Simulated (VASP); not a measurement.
A run of VASP 6.6.1:

Contents of INCAR:

```
  PREC = Accurate
  ENCUT = 600
  EDIFF = 1E-6
  ISMEAR = 1
  SIGMA = 0.05
  LREAL = F
  LASPH = T
  NELM = 120
  ALGO = Normal
  ISIF = 2
  LWAVE = F
  LCHARG = F
  GGA = B5
  ALDAX = 1.0
  AGGAX = 1.0
  AGGAC = 1.0
  ALDAC = 0.0
  NBANDS = 11
  GGA_COMPAT = F
```

KPOINTS

```
Automatic mesh
0
Gamma
  14 14 14
```

File POSCAR:

```
C
1.0
    1.2280290000      0.7090030000      3.3470110000
   -1.2280290000      0.7090030000      3.3470110000
    0.0000000000     -1.4180050000      3.3470110000
C
2
Direct
    0.8360000000      0.8360000000      0.8360000000
    0.1640000000      0.1640000000      0.1640000000
```

Potentials or basis: VASP PAW PBE potentials, release 64 (C).

The run is started by

```bash
$ cat potpaw_PBE.64/C/POTCAR > POTCAR
$ mpirun -np 1 vasp_std > vasp.out
```

Hardware: 1 thread of Intel Xeon 8259CL, on a shared host.

**Question.** How long does it take, and how much memory?

**Answer.** Run time: 2.8 min on 1 thread of Intel Xeon 8259CL (shared host), peak memory 0.2 GiB. Counts: scf iterations 11, k points 288.
